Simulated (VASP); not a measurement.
# Pd (Fm-3m) in VASP: further runs, part 2 of 2

VASP 6.6.1. Earlier steps stand in the parts before.

**3. Single point, LDA**

This run uses another cell than the first one, of 14.14 Å³/atom, 0.959 times its volume.

File INCAR:

```
SYSTEM = Pd
ALGO = Normal ; EDIFF = 1E-6
ENCUT = 520 ; ISIF = 2
ISMEAR = 0 ; LASPH = .TRUE.
LCHARG = .TRUE. ; LELF = .TRUE.
LREAL = .FALSE. ; LVHAR = .TRUE.
LWAVE = .FALSE. ; NBANDS = 11
NELM = 80 ; PREC = Accurate
SIGMA = 0.1
```

File KPOINTS:

```
k-points
0
G
  18 18 18
  0 0 0
```

File POSCAR:

```
Pd
1.0
    0.0000000000      1.9194749054      1.9194749054
    1.9194749054      0.0000000000      1.9194749054
    1.9194749054      1.9194749054      0.0000000000
Pd
1
Direct
    0.0000000000      0.0000000000      0.0000000000
```

Potentials or basis: VASP PAW LDA potentials, release 64 (Pd).

Command:

```
cat potpaw_LDA.64/Pd/POTCAR > POTCAR
mpirun -np 1 vasp_std > vasp.out
```

OUTCAR:

```text
SYSTEM = Pd
   EDIFF = 1E-6
   ENCUT = 520
   ISIF = 2
   ISMEAR = 0
   LASPH = .TRUE.
   LREAL = .FALSE.
   NELM = 80
   PREC = Accurate

 ion  position               nearest neighbor table
   1  0.000  0.000  0.000-

  LATTYP: Found a face centered cubic cell.
 ALAT       =     3.8389498108

  Lattice vectors:

 A1 = (   0.0000000000,   1.9194749054,   1.9194749054)
 A2 = (   1.9194749054,   0.0000000000,   1.9194749054)
 A3 = (   1.9194749054,   1.9194749054,   0.0000000000)

Analysis of symmetry for initial positions (statically):
=====================================================================
 Subroutine PRICEL returns:
 Original cell was already a primitive cell.

 Routine SETGRP: Setting up the symmetry group for a
 face centered cubic supercell.

 Subroutine GETGRP returns: Found 48 space group operations
 (whereof 48 operations were pure point group operations)
 out of a pool of 48 trial point group operations.

The static configuration has the point symmetry O_h .

Analysis of symmetry for dynamics (positions and initial velocities):
=====================================================================
 Subroutine PRICEL returns:
 Original cell was already a primitive cell.

 Routine SETGRP: Setting up the symmetry group for a
 face centered cubic supercell.

 Subroutine GETGRP returns: Found 48 space group operations
 (whereof 48 operations were pure point group operations)
 out of a pool of 48 trial point group operations.

The dynamic configuration has the point symmetry O_h .

 Subroutine INISYM returns: Found 48 space group operations
 (whereof 48 operations are pure point group operations),
 and found     1 'primitive' translations

----------------------------------------------------------------------------------------

                                     Primitive cell

  volume of cell :      14.1442

  direct lattice vectors                    reciprocal lattice vectors
[... 105 lines left out ...]
     AMIX_MAG =   1.60;   BMIX_MAG =  1.00
  volume/ion in A,a.u.               =      14.14        95.45
  Fermi-wavevector in a.u.,A,eV,Ry     =   1.458419  2.756013 28.939412  2.126987
  Thomas-Fermi vector in A             =   2.575106
   LORBIT       =      0    0 simple, 1 ext, 2 COOP (PROOUT), +10 PAW based schemes
   GGA     = CA    functional components
   LHFCALC =     F    Hartree Fock is set to
   AEXX    =    0.0000 exact exchange contribution
   IVDW    =     0    specifies the selected vdW correction
   LEPSILON=     F    determine dielectric tensor
   LRPA    =     F    only Hartree local field effects (RPA)
 non-spin polarized calculation
 Gauss-broadening in eV      SIGMA  =   0.10
  energy-cutoff  :      520.00
  volume of cell :       14.14
 maximum number of plane-waves:       392
   NGX =  9   NGY =  9   NGZ =  9

 number of electron      10.0000005 magnetization

 Free energy of the ion-electron system (eV)
  ---------------------------------------------------
  ext. energy  EPLUGINS =         0.00000000
  ---------------------------------------------------
  free energy    TOTEN  =        -6.50355120 eV

  energy without entropy =       -6.49251593  energy(sigma->0) =       -6.49803356

 E-fermi :  10.3341     XC(G=0): -13.7749

 val. band max:       10.3322467451   @ k =  -0.4444   0.3889   0.1111
 cond. band min:      10.3378249552   @ k =   0.5000   0.1111   0.0000
 fundamental gap:      0.0055782101
 Fermi energy:        10.3340949314

 k-point     1 :       0.0000    0.0000    0.0000
  band No.  band energies     occupation
      1       2.7601      2.00000
      2       7.2591      2.00000
      3       7.2591      2.00000
      4       7.2591      2.00000
      5       9.0221      2.00000
      6       9.0221      2.00000
      7      27.4659      0.00000
      8      32.4286      0.00000
      9      32.4286      0.00000
     10      32.4286      0.00000
     11      35.9490      0.00000
[... 309 lines left out ...]
 k-point    24 :      -0.2222    0.0556    0.0000
  band No.  band energies     occupation
      1       4.5235      2.00000
      2       7.0132      2.00000
      3       7.6113      2.00000
      4       7.6485      2.00000
      5       8.8812      2.00000
      6       9.4502      2.00000
      7      25.5461      0.00000
      8      28.6723      0.00000
      9      32.9215      0.00000
     10      35.1866      0.00000
     11      35.6885      0.00000

 [... further k-points ...]
[... 5 lines left out ...]
  --------------------------------------------------------------------------------------
  -------------------------------------------------------------------------------------
  Total        0.0251631      0.0251631      0.0251631      0.0000000      0.0000000      0.0000000
  in kB        2.8503482      2.8503482      2.8503482      0.0000000      0.0000000      0.0000000
  external PRESSURE =       2.8503482 kB  Pullay stress =       0.0000000 kB

 VOLUME and BASIS-vectors are now :
 -----------------------------------------------------------------------------
  energy-cutoff  :      520.00
  volume of cell :       14.14
      direct lattice vectors                 reciprocal lattice vectors
     0.000000000  1.919474905  1.919474905    -0.260487907  0.260487907  0.260487907
     1.919474905  0.000000000  1.919474905     0.260487907 -0.260487907  0.260487907
     1.919474905  1.919474905  0.000000000     0.260487907  0.260487907 -0.260487907

 POSITION                                       TOTAL-FORCE (eV/Angst)
 -----------------------------------------------------------------------------------
      0.00000      0.00000      0.00000         0.000000     -0.000000      0.000000
 -----------------------------------------------------------------------------------
    total drift:                                0.000000     -0.000000     -0.000000

  FREE ENERGIE OF THE ION-ELECTRON SYSTEM (eV)
  ---------------------------------------------------
  free  energy   TOTEN  =        -6.5035511998 eV

  energy  without entropy=       -6.4925159270  energy(sigma->0) =       -6.49803356
```

OSZICAR:

```text
N       E                     dE             d eps       ncg     rms          rms(c)
DAV:   1     0.429898576710E+02    0.42990E+02   -0.52449E+03  4322   0.861E+02
DAV:   2    -0.630294921826E+01   -0.49293E+02   -0.47879E+02  4771   0.187E+02
DAV:   3    -0.685069669339E+01   -0.54775E+00   -0.54558E+00  5235   0.214E+01
DAV:   4    -0.685272656567E+01   -0.20299E-02   -0.20296E-02  5228   0.134E+00
DAV:   5    -0.685274576069E+01   -0.19195E-04   -0.19195E-04  5662   0.120E-01    0.916E+00
DAV:   6    -0.652404364743E+01    0.32870E+00   -0.13062E+00  5343   0.929E+00    0.433E+00
DAV:   7    -0.650917236510E+01    0.14871E-01   -0.35622E-02  5714   0.119E+00    0.218E+00
DAV:   8    -0.650358534176E+01    0.55870E-02   -0.22792E-03  5375   0.494E-01    0.101E-01
DAV:   9    -0.650354681879E+01    0.38523E-04   -0.21607E-04  5667   0.125E-01    0.137E-02
DAV:  10    -0.650355133859E+01   -0.45198E-05   -0.29609E-06  5388   0.137E-02    0.107E-02
DAV:  11    -0.650355119982E+01    0.13877E-06   -0.44316E-08  3675   0.208E-03
   1 F= -.65035512E+01 E0= -.64980336E+01  d E =-.110353E-01
```

stdout:

```text
POSCAR found type information on POSCAR Pd
 POSCAR found :  1 types and       1 ions
 scaLAPACK will be used
 LDA part: xc-table for (Slater(with rela. corr.)+CA(PZ))
 , standard interpolation
 POSCAR, INCAR and KPOINTS ok, starting setup
 FFT: planning ... GRIDC
 FFT: planning ... GRID_SOFT
 FFT: planning ... GRID
 WAVECAR not read
 entering main loop
```

Wall time 8.9 s (1 thread of Intel Xeon 6975P-C (Granite Rapids), shared host); peak memory 0.14 GiB.

Results:

```
Free energy            : -6.5036 eV
Pressure               : 0.3 GPa
Band gap on the k mesh : zero (band 5 reaches 10.65 eV, above the bottom of band 6 at 8.95 eV)
```

Levels at points of the mesh, in eV from the Fermi level:
| k point | band 2 | band 3 | band 4 | band 5 | band 6 | band 7 | band 8 | band 9 |
| --- | --- | --- | --- | --- | --- | --- | --- | --- |
| (0.00, 0.00, 0.00) | -3.07 | -3.07 | -3.07 | -1.31 | -1.31 | 17.13 | 22.09 | 22.09 |
| (0.50, 0.00, 0.00) | -3.12 | -3.12 | -0.02 | -0.02 | 0.84 | 7.59 | 16.52 | 21.32 |
| (0.50, 0.50, 0.00) | -5.51 | -0.04 | 0.32 | 0.32 | 3.24 | 11.16 | 13.29 | 13.29 |

**4. Relaxation of cell and atoms, LDA**

File INCAR:

```
  ALGO = Fast
  EDIFF = 1E-7
  EDIFFG = -0.005
  ENCUT = 600
  GGA = CA
  IBRION = 2
  ISIF = 3
  ISMEAR = 0
  LASPH = T
  LCHARG = F
  LREAL = F
  LWAVE = F
  NELM = 100
  NSW = 100
  PREC = Accurate
  SIGMA = 0.1
```

File KPOINTS:

```
k-points
0
Gamma
  18 18 18
```

File POSCAR:

```
Pd
1.0
    0.0000000000      1.9465000000      1.9465000000
    1.9465000000      0.0000000000      1.9465000000
    1.9465000000      1.9465000000      0.0000000000
Pd
1
Direct
    0.0000000000      0.0000000000      0.0000000000
```

Command:

```
cat potpaw_LDA.64/Pd/POTCAR > POTCAR
mpirun -np 1 vasp_std > vasp.out
```

It took 28 s on 1 thread of Intel Xeon 6975P-C (Granite Rapids), shared host; peak memory 0.16 GiB.

Results (log left out):

| Item | Value |
| --- | --- |
| Free energy | -6.5039 eV |
| Relaxed volume | 14.16 Å³/atom |
| Relaxed cell | a = 2.716 Å, b = 2.716 Å, c = 2.716 Å, α = 60.00°, β = 60.00°, γ = 60.00° |
| Space group after relaxing (to 0.05 Å) | Fm-3m (No. 225) |
| Energy gained by relaxing | 16.0 meV/atom |
| Ionic steps | 4 |
| Pressure after relaxing | 0.0 GPa |
| Band gap on the k mesh | zero (band 5 reaches 10.63 eV, above the bottom of band 6 at 8.93 eV) |

Step by step:
| step | energy change (eV) | largest force (eV/Å) | pressure (GPa) | volume (Å³) |
| --- | --- | --- | --- | --- |
| 1 | 0.0000 | 0.0000 | -8.30 | 14.75 |
| 2 | 0.0405 | 0.0000 | 19.86 | 13.18 |
| 3 | -0.0160 | 0.0000 | -0.20 | 14.17 |
| 4 | -0.0160 | 0.0000 | -0.04 | 14.16 |

Final structure:
```yaml
crystal:
  lattice:
    - [0.00000, 1.92027, 1.92027]
    - [1.92027, 0.00000, 1.92027]
    - [1.92027, 1.92027, 0.00000]
  atoms:
    - { symbol: Pd, position: [0.00000, 0.00000, 0.00000] }
```

Levels at points of the mesh, in eV from the Fermi level:
```csv
k point,band 2,band 3,band 4,band 5,band 6,band 7,band 8,band 9
"(0.00, 0.00, 0.00)",-3.07,-3.07,-3.07,-1.31,-1.31,17.13,22.09,22.09
"(0.50, 0.00, 0.00)",-3.11,-3.11,-0.02,-0.02,0.85,7.58,16.52,21.31
"(0.50, 0.50, 0.00)",-5.50,-0.04,0.32,0.32,3.24,11.15,13.28,13.28
```

**5. Overview**

| task | cell | k mesh | cutoff (eV) | gap on the mesh (eV) | pressure (GPa) |
| --- | --- | --- | --- | --- | --- |
| single point | a = 2.753 Å, angles 60.0°, 1 atom | 8 × 8 × 8 | 520 | none | -7.3 |
| single point | a = 2.715 Å, angles 60.0°, 1 atom | 18 × 18 × 18 | 520 | none | 0.3 |
| relaxation of cell and atoms | relaxed from a = 2.753 Å, angles 60.0°, 1 atom | 18 × 18 × 18 | 600 | none | 0.0 |

Alike in all rows: level LDA; potentials or basis VASP PAW LDA potentials, release 64 (Pd); no spin polarisation; smearing gaussian 0.1 eV.

Total energies depend on the potentials used, so only differences within one code and one set of settings carry meaning.
